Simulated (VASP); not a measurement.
Set up this calculation in VASP 6.6.1, as the native input.

| Property | Result |
| --- | --- |
| Task | single point |
| Functional | BLYP |
| Dispersion | D3(BJ) |
| Potentials or basis | VASP PAW PBE potentials, release 64 (Mg, Zn, O) |
| Cutoff | 520 eV |
| k mesh | 12 × 12 × 4 |
| Occupations | gaussian, width 0.01 eV |
| Spin | no spin polarisation |
| Dipole correction | no |
| Further INCAR settings | ALGO = Normal; EDIFF = 1e-07; NBANDS = 31 |

The structure of MgZn2O3 lies in POSCAR:

```
MgZn2O3
1.0
    3.0181971421     -0.0000000029      0.0000000000
   -1.5090985686      2.6138354001      0.0000000000
    0.0000000000      0.0000000000      7.3698739526
Mg Zn O
1 2 3
Direct
    0.0000000000      0.0000000000      0.0000000000
    0.3333333333      0.6666666667      0.6695633442
    0.6666666667      0.3333333333      0.3304366558
    0.3333333333      0.6666666667      0.1589032910
    0.6666666667      0.3333333333      0.8410967090
    0.0000000000      0.0000000000      0.5000000000
```

These files were run (other wordings do the same):

INCAR

```
  PREC = Accurate
  ENCUT = 520
  EDIFF = 1E-7
  ISMEAR = 0
  SIGMA = 0.01
  LREAL = F
  LASPH = T
  NELM = 80
  ALGO = Normal
  ISIF = 2
  LWAVE = F
  LCHARG = F
  GGA = B5
  ALDAX = 1.0
  AGGAX = 1.0
  AGGAC = 1.0
  ALDAC = 0.0
  IVDW = 12
  VDW_S6 = 1.0
  VDW_S8 = 2.6996
  VDW_A1 = 0.4298
  VDW_A2 = 4.2359
  NBANDS = 31
```

KPOINTS

```
regular mesh
0
Gamma
  12 12 4
```

Potentials or basis: VASP PAW PBE potentials, release 64 (Mg, Zn, O).

Command:

```console
$ cat potpaw_PBE.64/Mg/POTCAR potpaw_PBE.64/Zn/POTCAR potpaw_PBE.64/O/POTCAR > POTCAR
$ mpirun -np 1 vasp_std > vasp.out
```

Results of the run:

```yaml
Pressure: 0.6 GPa
Largest_force: 0.065 eV/Å
Band_gap_on_the_k_mesh: 2.07 eV
Dispersion_energy_per_atom: -0.594 eV
```

Caveat: the PAW data sets were made with another functional, which shifts forces and pressure a little.

It took 2.1 min on 1 thread of AMD EPYC 9R45 96-Core Processor (Zen 5) (shared host), peak memory 0.23 GiB.
